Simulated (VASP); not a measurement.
Write the native input for VASP 6.6.1 that does the following.

* Task: single point
* Functional: PBEsol
* Potentials or basis: VASP PAW PBE potentials, release 64 (Ca_sv, O)
* Cutoff: 520 eV
* k mesh: 8 × 8 × 8
* Occupations: gaussian, width 0.01 eV
* Spin: no spin polarisation
* Dipole correction: no
* Further INCAR settings: ALGO = Normal; EDIFF = 1e-07; NBANDS = 15

The structure of CaO (Lime) lies in POSCAR:

```
CaO
1.0
    0.0000000000      2.4690342694      2.4690342694
    2.4690342694      0.0000000000      2.4690342694
    2.4690342694      2.4690342694      0.0000000000
Ca O
1 1
Direct
    0.0000000000      0.0000000000      0.0000000000
    0.5000000000      0.5000000000      0.5000000000
```

One way to write it, as run:

INCAR

```
SYSTEM = CaO
ALGO     = Normal         ! electronic algorithm
EDIFF    = 1E-7           ! SCF threshold, eV
ENCUT    = 520            ! plane-wave cutoff, eV
GGA      = PS             ! functional
ISIF     = 2              ! what is computed and relaxed
ISMEAR   = 0              ! smearing method
LASPH    = .TRUE.         ! aspherical terms in the spheres
LCHARG   = .FALSE.        ! write CHGCAR
LREAL    = .FALSE.        ! projectors in reciprocal space
LWAVE    = .FALSE.        ! write WAVECAR
NBANDS   = 15             ! bands
NELM     = 100            ! most SCF steps
PREC     = Accurate       ! precision mode
SIGMA    = 0.01           ! smearing width, eV
```

KPOINTS

```
k-points
0
G
  8 8 8
  0 0 0
```

Potentials or basis: VASP PAW PBE potentials, release 64 (Ca_sv, O).

The run is started by

```console
$ cat potpaw_PBE.64/Ca_sv/POTCAR potpaw_PBE.64/O/POTCAR > POTCAR
$ mpirun -np 1 vasp_std > vasp.out
```

It gave:

The pressure is -9.3 GPa and the band gap on the k mesh is 3.56 eV, indirect (least direct gap 3.95 eV).

Caveat: the PAW data sets were made with another functional, which shifts forces and pressure a little.

It took 27 s on 1 thread of Intel Xeon 8259CL, with other jobs on the host, peak memory 0.16 GiB.
